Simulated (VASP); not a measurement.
Runs of VASP 6.6.1 on TiO2. The structure is trigonal, space group P-3m1 (No. 164). Conventional cell: a = 2.880 Å, b = 2.880 Å, c = 4.608 Å, α = 90.00°, β = 90.00°, γ = 120.00°. Ti (site symmetry -3m) has 6 O at 2.02 Å within 2.7 Å. O (site symmetry 3m) has 3 Ti at 2.02 Å within 2.7 Å. 

```csv
cell,gap on the mesh (eV),pressure (GPa),largest force (eV/Å)
relaxed to 10 GPa,2.24,9.9,-
relaxed,2.52,-0.1,0.01
relaxed to 5 GPa,(a),5.0,-
relaxed to 20 GPa,2.09,20.0,0.01
```

Alike in all rows: task relaxation of cell and atoms; level LDA; potentials or basis VASP PAW LDA potentials, release 64 (Ti_sv, O); no spin polarisation; k mesh 9 × 9 × 5; cutoff (eV) 600; smearing methfessel-paxton 0.02 eV.

Estimate the missing entries.

(a) 2.37.

Caveats: the cell is relaxed towards a set pressure, so the run minimises the enthalpy, not the energy (at least some runs).

A k mesh can miss the band edges.
